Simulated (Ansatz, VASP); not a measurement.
TiCo3 in VASP and in Ansatz

INCAR

```
PREC     = Accurate       # precision mode
ENCUT    = 520            # plane-wave cutoff, eV
EDIFF    = 1E-6           # SCF threshold, eV
ISMEAR   = 0              # smearing method
SIGMA    = 0.1            # smearing width, eV
LREAL    = False          # projectors in reciprocal space
LASPH    = True           # aspherical terms in the spheres
NELM     = 150            # most SCF steps
ALGO     = Normal         # electronic algorithm
ISIF     = 2              # what is computed and relaxed
LWAVE    = False          # write WAVECAR
LCHARG   = False          # write CHGCAR
ISPIN    = 2              # spin polarisation
MAGMOM   = 0 0.3 0.3 0.3  # initial moments
LORBIT   = 11             # projections on sites
LMAXMIX  = 4              # l up to which the mixer works
GGA      = PS             # functional
NBANDS   = 32             # bands
```

File KPOINTS:

```
Automatic mesh
0
Gamma
  12 12 12
```

Contents of POSCAR:

```
TiCo3
1.0
    3.5631853319      0.0000000000      0.0000000000
    0.0000000000      3.5631853319      0.0000000000
    0.0000000000      0.0000000000      3.5631853319
Ti Co
1 3
Direct
    0.0000000000      0.0000000000      0.0000000000
    0.0000000000      0.5000000000      0.5000000000
    0.5000000000      0.0000000000      0.5000000000
    0.5000000000      0.5000000000      0.0000000000
```

Input for Ansatz:

```yaml
crystal:
  lattice:
    - [3.5631820778, 0.0, 0.0]
    - [0.0, 3.5631820778, 0.0]
    - [0.0, 0.0, 3.5631820778]
  atoms:
    - { symbol: Ti, position: [0.0, 0.0, 0.0] }
    - { symbol: Co, position: [0.0, 0.5, 0.5], spin: 0.3 }
    - { symbol: Co, position: [0.5, 0.0, 0.5], spin: 0.3 }
    - { symbol: Co, position: [0.5, 0.5, 0.0], spin: 0.3 }
basis:
  ecutwfc: 420
kpoints:
  mp_grid: { grid: [12, 12, 12] }
hamiltonian:
  xc: pbesol
scf:
  occupations: { method: gaussian, width: 0.1 }
output:
  forces: true
  stress: true
  eigenvalues: true
  populations: true
magnetization:
  spin_polarized: true
```

Alike in both runs: task single point; functional PBEsol; k mesh 12 × 12 × 12; occupations gaussian, width 0.1 eV; collinear spin.

|  | VASP | Ansatz |
| --- | --- | --- |
| version | VASP 6.6.1 | Ansatz 0.2.0 |
| potentials or method | VASP PAW PBE potentials, release 64 (Ti_sv, Co), cutoff 520 eV | scalar-relativistic, plane waves, PAW |
| valence electrons in the cell | 39 | 63 |

```csv
,VASP,Ansatz,Ansatz less VASP
gap on the k mesh at the Fermi level (eV),none,none,-
pressure (GPa),-7.0,-6.4,+0.57
net moment per atom (μB),0.24,0.23,-0.010
size of the moment on the site where the two differ most (μB),0.13,0.11,-0.018
```

VASP's potentials were made for PBE, not for PBEsol. Site moments also hang on the region over which each program counts them. A gap of «none» marks a metal or a gap that the smearing closes. VASP's potentials hold 39 valence electrons a cell and Ansatz's 63, so a difference there can come from the potentials and not from the codes.
